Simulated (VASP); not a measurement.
# Te2Mo (P6_3/mmc) in VASP: a series of runs, part 2 of 2

VASP 6.6.1.

**4. Single point, r2SCAN**

This run uses another cell than the first one, of 26.99 Å³/atom, 1.046 times its volume.

The input, POSCAR:

```
Te2Mo
1.0
    3.5635027308      0.0000000000      0.0000000000
   -1.7817513654      3.0860838914      0.0000000000
    0.0000000000      0.0000000000     14.7259173390
Te Mo
4 2
Direct
    0.6666666667      0.3333333333      0.3715211088
    0.3333333333      0.6666666667      0.8715211088
    0.6666666667      0.3333333333      0.1284788912
    0.3333333333      0.6666666667      0.6284788912
    0.6666666667      0.3333333333      0.7500000000
    0.3333333333      0.6666666667      0.2500000000
```

The input, INCAR.step1:

```
PREC     = Accurate       # precision mode
ENCUT    = 520            # plane-wave cutoff, eV
ISMEAR   = -1             # smearing method
SIGMA    = 0.05           # smearing width, eV
LREAL    = F              # projectors in reciprocal space
LASPH    = T              # aspherical terms in the spheres
NELM     = 60             # most SCF steps
NBANDS   = 35             # bands
GGA      = PE             # functional
ALGO     = Normal         # electronic algorithm
EDIFF    = 1E-4           # SCF threshold, eV
LWAVE    = T              # write WAVECAR
LCHARG   = F              # write CHGCAR
```

The input, INCAR.step2:

```
PREC     = Accurate       # precision mode
ENCUT    = 520            # plane-wave cutoff, eV
EDIFF    = 1E-6           # SCF threshold, eV
ISMEAR   = -1             # smearing method
SIGMA    = 0.05           # smearing width, eV
LREAL    = F              # projectors in reciprocal space
LASPH    = T              # aspherical terms in the spheres
NELM     = 60             # most SCF steps
ALGO     = Normal         # electronic algorithm
ISIF     = 2              # what is computed and relaxed
LWAVE    = F              # write WAVECAR
LCHARG   = T              # write CHGCAR
METAGGA  = R2SCAN         # meta-GGA
LMIXTAU  = T            
LELF     = T              # ELF
LVHAR    = T            
NBANDS   = 35             # bands
ISTART   = 1
```

The input, KPOINTS:

```
Automatic mesh
0
Gamma
  9 9 2
```

The run is started by

```console
$ cat potpaw_PBE.64/Te/POTCAR potpaw_PBE.64/Mo_sv/POTCAR > POTCAR
$ cp INCAR.step1 INCAR
$ mpirun -np 1 vasp_std > vasp.out
$ cp INCAR.step2 INCAR
$ mpirun -np 1 vasp_std > vasp.out
```

Run time: 4.9 min. Hardware: 1 thread of Intel Xeon 6975P-C (Granite Rapids), shared host; peak memory 0.37 GiB.

The run converged. Its results:

```
Free energy            : -155.6663 eV
Pressure               : 0.1 GPa
Largest force          : 0.027 eV/Å
Band gap on the k mesh : 1.05 eV, indirect (least direct gap 1.06 eV)
```

Forces on the atoms (eV/Å):
```
Te   0.000  0.000  0.027
Te   0.000  0.000  0.027
Te   0.000  0.000 -0.027
Te   0.000  0.000 -0.027
Mo   0.000  0.000  0.000
Mo   0.000  0.000  0.000
```

Stress tensor (GPa, compression positive):
```
0.09 0.00 0.00
0.00 0.09 0.00
0.00 0.00 0.19
```

Levels at points of the mesh, in eV from the valence-band top:
```
           k point  band 22  band 23  band 24  band 25  band 26  band 27  band 28  band 29  band 30  band 31
(0.00, 0.00, 0.00)    -1.08    -1.08    -0.79    -0.71     0.00     3.05     3.05     3.11     3.11     3.33
(0.00, 0.00, 0.50)    -1.09    -1.09    -1.09    -0.15    -0.15     3.08     3.08     3.08     3.08     3.40
```

Caveat: the PAW data sets were made with another functional, which shifts forces and pressure a little; spin-orbit coupling is left out, which moves the levels of the heavy elements.

**5. Single point, PBE**

This run uses another cell than the first one, of 24.96 Å³/atom, 0.968 times its volume.

The input, INCAR:

```
PREC = Accurate
ENCUT = 520
EDIFF = 1E-7
ISMEAR = -1
SIGMA = 0.05
LREAL = False
LASPH = True
NELM = 100
ALGO = Normal
ISIF = 2
LWAVE = False
LCHARG = True
GGA = PE
LELF = True
LVHAR = True
NBANDS = 35
```

The input, KPOINTS:

```
regular mesh
0
Gamma
  3 3 1
```

The input, POSCAR:

```
Te2Mo
1.0
    3.5182000000      0.0000000000      0.0000000000
   -1.7591000000      3.0468505756      0.0000000000
    0.0000000000      0.0000000000     13.9736000000
Te Mo
4 2
Direct
    0.6666666667      0.3333333333      0.3790000000
    0.3333333333      0.6666666667      0.8790000000
    0.6666666667      0.3333333333      0.1210000000
    0.3333333333      0.6666666667      0.6210000000
    0.6666666667      0.3333333333      0.7500000000
    0.3333333333      0.6666666667      0.2500000000
```

The run is started by

```console
$ cat potpaw_PBE.64/Te/POTCAR potpaw_PBE.64/Mo_sv/POTCAR > POTCAR
$ mpirun -np 1 vasp_std > vasp.out
```

It took 17 s on 1 thread of Intel Xeon 6975P-C (Granite Rapids), shared host; peak memory 0.26 GiB.

The run converged. Its results:

```
Free energy            : -36.1266 eV
Pressure               : 2.6 GPa
Largest force          : 0.105 eV/Å
Band gap on the k mesh : 1.00 eV, direct
```

Forces in eV/Å, atoms in the order of the input:
```
Te   0.000  0.000 -0.105
Te   0.000  0.000 -0.105
Te   0.000  0.000  0.105
Te   0.000  0.000  0.105
Mo   0.000  0.000  0.000
Mo   0.000  0.000  0.000
```

Stress tensor (GPa, compression positive):
```
2.38 0.00 0.00
0.00 2.38 0.00
0.00 0.00 2.95
```

Levels at points of the mesh, in eV from the valence-band top:
| k point | band 23 | band 24 | band 25 | band 26 | band 27 | band 28 | band 29 | band 30 |
| --- | --- | --- | --- | --- | --- | --- | --- | --- |
| (0.00, 0.00, 0.00) | -1.02 | -1.02 | -0.40 | -0.03 | 2.84 | 2.84 | 2.97 | 2.97 |

Caveat: the k points lie up to 0.69 Å⁻¹ apart; spin-orbit coupling is left out, which moves the levels of the heavy elements; this functional lacks dispersion, which binds the layers, so the pressure and a relaxed spacing across them are unreliable.

**6. Single point, revPBE**

This run uses another cell than the first one, of 23.47 Å³/atom, 0.910 times its volume.

The input, INCAR:

```
SYSTEM = Te2Mo
ALGO = Normal
EDIFF = 1E-7
ENCUT = 520
GGA = RE
ISIF = 2
ISMEAR = -1
LASPH = .True.
LCHARG = .False.
LREAL = .False.
LWAVE = .False.
NBANDS = 35
NELM = 80
PREC = Accurate
SIGMA = 0.05
```

The input, KPOINTS:

```
k-points
0
Gamma
  9 9 2
  0 0 0
```

Edit POSCAR of step 5 so:

```diff
@@ -2,5 +2,5 @@
 1.0
-    3.5182000000      0.0000000000      0.0000000000
-   -1.7591000000      3.0468505756      0.0000000000
-    0.0000000000      0.0000000000     13.9736000000
+    3.4463798477      0.0000000000      0.0000000000
+   -1.7231899238      2.9846524992      0.0000000000
+    0.0000000000      0.0000000000     13.6883444487
 Te Mo
```

Potentials or basis: VASP PAW PBE potentials, release 64 (Te, Mo_sv).

The run is started by

```console
$ cat potpaw_PBE.64/Te/POTCAR potpaw_PBE.64/Mo_sv/POTCAR > POTCAR
$ mpirun -np 1 vasp_std > vasp.out
```

OUTCAR:

```text
SYSTEM = Te2Mo
   EDIFF = 1E-7
   ENCUT = 520
   GGA = RE
   ISIF = 2
   ISMEAR = -1
   LASPH = .True.
   LREAL = .False.
   NELM = 80
   PREC = Accurate

 ion  position               nearest neighbor table
   1  0.667  0.333  0.379-   6 2.66   6 2.66   6 2.66   3 3.53
   2  0.333  0.667  0.879-   5 2.66   5 2.66   5 2.66   4 3.53
   3  0.667  0.333  0.121-   6 2.66   6 2.66   6 2.66   1 3.53
   4  0.333  0.667  0.621-   5 2.66   5 2.66   5 2.66   2 3.53
   5  0.667  0.333  0.750-   2 2.66   4 2.66   2 2.66   4 2.66   2 2.66   4 2.66
   6  0.333  0.667  0.250-   1 2.66   3 2.66   1 2.66   3 2.66   1 2.66   3 2.66

  LATTYP: Found a hexagonal cell.
 ALAT       =     3.4463798477
 C/A-ratio  =     3.9718037633

  Lattice vectors:

 A1 = (   3.4463798477,   0.0000000000,   0.0000000000)
 A2 = (  -1.7231899238,   2.9846524992,   0.0000000000)
 A3 = (   0.0000000000,   0.0000000000,  13.6883444487)

Analysis of symmetry for initial positions (statically):
=====================================================================
 Subroutine PRICEL returns:
 Original cell was already a primitive cell.

 Routine SETGRP: Setting up the symmetry group for a
 hexagonal supercell.

 Subroutine GETGRP returns: Found 24 space group operations
 (whereof 12 operations were pure point group operations)
 out of a pool of 24 trial point group operations.

The static configuration has the point symmetry D_3d.
 The point group associated with its full space group is D_6h.

Analysis of symmetry for dynamics (positions and initial velocities):
=====================================================================
 Subroutine PRICEL returns:
 Original cell was already a primitive cell.

 Routine SETGRP: Setting up the symmetry group for a
 hexagonal supercell.

 Subroutine GETGRP returns: Found 24 space group operations
 (whereof 12 operations were pure point group operations)
 out of a pool of 24 trial point group operations.

The dynamic configuration has the point symmetry D_3d.
 The point group associated with its full space group is D_6h.

 Subroutine INISYM returns: Found 24 space group operations
 (whereof 12 operations are pure point group operations),
 and found     1 'primitive' translations

----------------------------------------------------------------------------------------

                                     Primitive cell

  volume of cell :     140.8017

  direct lattice vectors                    reciprocal lattice vectors
     3.446379848  0.000000000  0.000000000     0.290159543  0.167523690  0.000000000
    -1.723189924  2.984652499  0.000000000     0.000000000  0.335047380  0.000000000
     0.000000000  0.000000000 13.688344449     0.000000000  0.000000000  0.073054854

  length of vectors
     3.446379848  3.446379848 13.688344449     0.335047380  0.335047380  0.073054854

  position of ions in fractional coordinates (direct lattice)
     0.666666667  0.333333333  0.379000000
     0.333333333  0.666666667  0.879000000
     0.666666667  0.333333333  0.121000000
     0.333333333  0.666666667  0.621000000
     0.666666667  0.333333333  0.750000000
     0.333333333  0.666666667  0.250000000

  ion indices of the primitive-cell ions
   primitive index   ion index
                 1           1
[... 31 lines left out ...]

 Following reciprocal coordinates:
            Coordinates               Weight
  0.000000  0.000000  0.000000      1.000000
  0.111111  0.000000  0.000000      6.000000
  0.222222  0.000000  0.000000      6.000000
  0.333333  0.000000  0.000000      6.000000
  0.444444  0.000000  0.000000      6.000000
  0.111111  0.111111  0.000000      6.000000
[... 16 lines left out ...]
  0.333333  0.222222  0.500000     12.000000
  0.333333  0.333333  0.500000      2.000000
   k-points           NKPTS =     24   k-points in BZ     NKDIM =     24   number of bands    NBANDS=     35
   number of dos      NEDOS =    301   number of ions     NIONS =      6
   total plane-waves  NPLWV =  84672
   dimension x,y,z NGX =    28 NGY =   28 NGZ =  108
   dimension x,y,z NGXF=    56 NGYF=   56 NGZF=  216
   ions per type =               4   2
   NGX,Y,Z   is equivalent  to a cutoff of  13.51, 13.51, 13.12 a.u.
   NGXF,Y,Z  is equivalent  to a cutoff of  27.01, 27.01, 26.23 a.u.
 SYSTEM =  Te2Mo
   PREC   = accura    normal or accurate (medium, high low for compatibility)
   ISTART =      0    job   : 0-new  1-cont  2-samecut
   ICHARG =      2    charge: 1-file 2-atom 10-const
   ISPIN  =      1    spin polarized calculation?
   LNONCOLLINEAR =      F non collinear calculations
   LSORBIT =      F    spin-orbit coupling
   LASPH  =      T    aspherical Exc in radial PAW
   ENCUT  =  520.0 eV  38.22 Ry    6.18 a.u.   6.41  6.41 25.45*2*pi/ulx,y,z
   NELM   =     80;   NELMIN=  2; NELMDL= -5     # of ELM steps
   EDIFF  = 0.1E-06   stopping-criterion for ELM
   LREAL  =      F    real-space projection
   EDIFFG = 0.1E-05   stopping-criterion for IOM
   NSW    =      0    number of steps for IOM
   IBRION =     -1    ionic relax: 0-MD 1-quasi-New 2-CG
   NFREE  =      0    steps in history (QN), initial steepest desc. (CG)
   ISIF   =      2    stress and relaxation
   ISYM   =      2    0-nonsym 1-usesym 2-fastsym
   POTIM  = 0.5000    time-step for ionic-motion
   TEBEG  =    0.0;   TEEND  =   0.0 temperature during run
   PSTRESS=    0.0 pullay stress
   NELECT =      52.0000    total number of electrons
   NUPDOWN=      -1.0000    fix difference up-down
   EMIN   =  10.00;   EMAX   =-10.00  energy-range for DOS
   EFERMI =   0.00;   METHOD = LEGACY
   ISMEAR =    -1;   SIGMA  =   0.05  broadening in eV -4-tet -1-fermi 0-gaus
   EFERMI_NEDOS =   21; number of points for ismear=-14 and -15
   IALGO  =     38    algorithm
   IMIX   =      4    mixing-type and parameters
     AMIX     =   0.40;   BMIX     =  1.00
     AMIX_MAG =   1.60;   BMIX_MAG =  1.00
  volume/ion in A,a.u.               =      23.47       158.36
  Fermi-wavevector in a.u.,A,eV,Ry     =   1.174555  2.219587 18.770316  1.379579
  Thomas-Fermi vector in A             =   2.310950
   LORBIT       =      0    0 simple, 1 ext, 2 COOP (PROOUT), +10 PAW based schemes
   GGA     = RE    functional components
   LHFCALC =     F    Hartree Fock is set to
   AEXX    =    0.0000 exact exchange contribution
   IVDW    =     0    specifies the selected vdW correction
   LEPSILON=     F    determine dielectric tensor
   LRPA    =     F    only Hartree local field effects (RPA)
 non-spin polarized calculation
  energy-cutoff  :      520.00
  volume of cell :      140.80
 maximum number of plane-waves:      3835
 NGX is ok and might be reduce to    28
   NGX = 13   NGY = 13   NGZ = 51

 number of electron      52.0000003 magnetization

 Free energy of the ion-electron system (eV)
  ---------------------------------------------------
  ext. energy  EPLUGINS =         0.00000000
  ---------------------------------------------------
  free energy    TOTEN  =       -33.28842670 eV

  energy without entropy =      -33.28838927  energy(sigma->0) =      -33.28840798

 E-fermi :   9.4541     XC(G=0): -10.6817

 val. band max:        9.0838627278   @ k =   0.0000   0.0000   0.0000
 cond. band min:       9.8369923893   @ k =   0.2222   0.2222   0.0000
 fundamental gap:      0.7531296616
 Fermi energy:         9.4540961659

 k-point     1 :       0.0000    0.0000    0.0000
  band No.  band energies     occupation
      1     -51.7047      2.00000
      2     -51.7047      2.00000
      3     -25.9267      2.00000
      4     -25.9267      2.00000
      5     -25.7610      2.00000
      6     -25.7610      2.00000
[... 901 lines left out ...]
     34      12.9737      0.00000
     35      14.1573      0.00000

------------------------ aborting loop because EDIFF is reached ----------------------------------------

  FORCE on cell =-STRESS in cart. coord.  units (eV):
  Direction    XX          YY          ZZ          XY          YZ          ZX
  --------------------------------------------------------------------------------------
  -------------------------------------------------------------------------------------
  Total        9.6919374      9.6919374     12.0969945      0.0000000     -0.0000000      0.0000000
  in kB      110.2842111    110.2842111    137.6512710      0.0000000     -0.0000000      0.0000000
  external PRESSURE =     119.4065644 kB  Pullay stress =       0.0000000 kB

 VOLUME and BASIS-vectors are now :
 -----------------------------------------------------------------------------
  energy-cutoff  :      520.00
  volume of cell :      140.80
      direct lattice vectors                 reciprocal lattice vectors
     3.446379848  0.000000000  0.000000000     0.290159543  0.167523690  0.000000000
    -1.723189924  2.984652499  0.000000000     0.000000000  0.335047380  0.000000000
     0.000000000  0.000000000 13.688344449     0.000000000  0.000000000  0.073054854

 POSITION                                       TOTAL-FORCE (eV/Angst)
 -----------------------------------------------------------------------------------
      1.72319      0.99488      5.18788         0.000000     -0.000000      1.199504
     -0.00000      1.98977     12.03205        -0.000000      0.000000      1.199504
      1.72319      0.99488      1.65629        -0.000000     -0.000000     -1.199504
     -0.00000      1.98977      8.50046        -0.000000     -0.000000     -1.199504
      1.72319      0.99488     10.26626         0.000000      0.000000      0.000000
     -0.00000      1.98977      3.42209         0.000000     -0.000000      0.000000
 -----------------------------------------------------------------------------------
    total drift:                               -0.000000      0.000000     -0.000000

  FREE ENERGIE OF THE ION-ELECTRON SYSTEM (eV)
  ---------------------------------------------------
  free  energy   TOTEN  =       -33.2884266994 eV

  energy  without entropy=      -33.2883892699  energy(sigma->0) =      -33.28840798
```

OSZICAR:

```text
N       E                     dE             d eps       ncg     rms          rms(c)
DAV:   1     0.418583890556E+03    0.41858E+03   -0.27103E+04  1888   0.135E+03
DAV:   2    -0.126448833953E+02   -0.43123E+03   -0.41844E+03  2069   0.328E+02
DAV:   3    -0.338968864699E+02   -0.21252E+02   -0.20812E+02  2074   0.648E+01
DAV:   4    -0.343408282840E+02   -0.44394E+00   -0.44283E+00  1980   0.940E+00
DAV:   5    -0.343512804320E+02   -0.10452E-01   -0.10450E-01  2099   0.147E+00    0.244E+01
DAV:   6    -0.335951165353E+02    0.75616E+00   -0.37153E+00  1843   0.109E+01    0.952E+00
DAV:   7    -0.335810851458E+02    0.14031E-01   -0.29112E+00  1751   0.799E+00    0.570E+00
DAV:   8    -0.332849565567E+02    0.29613E+00   -0.78731E-01  1755   0.488E+00    0.278E+00
DAV:   9    -0.332940327544E+02   -0.90762E-02   -0.13653E-01  1972   0.168E+00    0.135E+00
DAV:  10    -0.332882895735E+02    0.57432E-02   -0.29837E-02  1824   0.102E+00    0.427E-01
DAV:  11    -0.332885047779E+02   -0.21520E-03   -0.12701E-03  1819   0.185E-01    0.179E-01
DAV:  12    -0.332884516575E+02    0.53120E-04   -0.18636E-04  1937   0.592E-02    0.154E-01
DAV:  13    -0.332884250111E+02    0.26646E-04   -0.16698E-04  1811   0.675E-02    0.381E-02
DAV:  14    -0.332884283494E+02   -0.33384E-05   -0.69672E-06  1904   0.114E-02    0.346E-02
DAV:  15    -0.332884278748E+02    0.47467E-06   -0.69126E-07  1687   0.348E-03    0.216E-02
DAV:  16    -0.332884267227E+02    0.11521E-05   -0.21937E-06  1947   0.825E-03    0.427E-03
DAV:  17    -0.332884266994E+02    0.23247E-07   -0.19528E-07  1108   0.213E-03
   1 F= -.33288427E+02 E0= -.33288408E+02  d E =-.374295E-04
```

Wall time 79 s (1 thread of Intel Xeon 6975P-C (Granite Rapids), shared host); peak memory 0.32 GiB.

What came out:

| Item | Value |
| --- | --- |
| Free energy | -33.2884 eV |
| Pressure | 11.9 GPa |
| Largest force | 1.200 eV/Å |
| Band gap on the k mesh | 0.75 eV, indirect (least direct gap 1.13 eV) |

Forces in eV/Å, atoms in the order of the input:
```
Te   0.000  0.000  1.200
Te   0.000  0.000  1.200
Te   0.000  0.000 -1.200
Te   0.000  0.000 -1.200
Mo   0.000  0.000  0.000
Mo   0.000  0.000  0.000
```

Stress tensor (GPa, compression positive):
```
11.03  0.00  0.00
 0.00 11.03  0.00
 0.00  0.00 13.77
```

Caveat: the PAW data sets were made with another functional, which shifts forces and pressure a little; spin-orbit coupling is left out, which moves the levels of the heavy elements; this functional lacks dispersion, which binds the layers, so the pressure and a relaxed spacing across them are unreliable. Expect the measured gap to be larger: semilocal functionals such as revPBE lack the derivative discontinuity.

**7. Overview**

```csv
level,cell,k mesh,gap on the mesh (eV),pressure (GPa),largest force (eV/Å)
r2SCAN+D3(BJ),"a = 3.544, b = 3.544, c = 14.229 Å, angles 90.0, 90.0, 120.0°, 6 atoms",9 × 9 × 2,0.97,-0.3,0.03
r2SCAN+D4,"a = 3.546, b = 3.546, c = 14.254 Å, angles 90.0, 90.0, 120.0°, 6 atoms",9 × 9 × 2,0.98,0.1,0.03
r2SCAN,"a = 3.564, b = 3.564, c = 14.726 Å, angles 90.0, 90.0, 120.0°, 6 atoms",9 × 9 × 2,1.05,0.1,0.03
PBE,"a = 3.518, b = 3.518, c = 13.974 Å, angles 90.0, 90.0, 120.0°, 6 atoms",3 × 3 × 1,1.00,2.6,0.10
revPBE,"a = 3.446, b = 3.446, c = 13.688 Å, angles 90.0, 90.0, 120.0°, 6 atoms",9 × 9 × 2,0.75,11.9,1.20
```

Alike in all rows: task single point; potentials or basis VASP PAW PBE potentials, release 64 (Te, Mo_sv); no spin polarisation; cutoff (eV) 520; smearing fermi-dirac 0.05 eV.

Caveats: some runs use coarse meshes; spin-orbit coupling is left out, which moves the levels of the heavy elements; the PAW data sets were made with another functional, which shifts forces and pressure a little (some runs); this functional lacks dispersion, which binds the layers, so the pressure and a relaxed spacing across them are unreliable (some runs); three body term missing (some runs).

Total energies depend on the potentials used, so only differences within one code and one set of settings carry meaning.

**8. How close it comes**

Step 2. Against the measured gap of Te2Mo, 0.88 eV (indirect; 300 K; quoted in “Broadband infrared study of pressure-tunable Fano resonance and metallization transition in 2H-MoTe2”, 2022, pmc:9569381), the calculated 0.97 eV is off by +0.09 eV. Spin-orbit coupling on Mo, Te is left out. The value is that of r2SCAN+D3(BJ) on a finite k mesh, which can miss the band edges, without temperature or zero-point motion.

Step 3. A measured gap of Te2Mo is 0.88 eV (indirect; 300 K; quoted in “Broadband infrared study of pressure-tunable Fano resonance and metallization transition in 2H-MoTe2”, 2022, pmc:9569381); the calculated 0.98 eV misses it by +0.10 eV. Spin-orbit coupling on Mo, Te is left out. The value is that of r2SCAN+D4 on a finite k mesh, which can miss the band edges, without temperature or zero-point motion.

Step 4. Against the measured gap of Te2Mo, 0.88 eV (indirect; 300 K; quoted in “Broadband infrared study of pressure-tunable Fano resonance and metallization transition in 2H-MoTe2”, 2022, pmc:9569381), the calculated 1.05 eV is off by +0.17 eV. Spin-orbit coupling on Mo, Te is left out. The value is that of r2SCAN on a finite k mesh, which can miss the band edges, without temperature or zero-point motion.
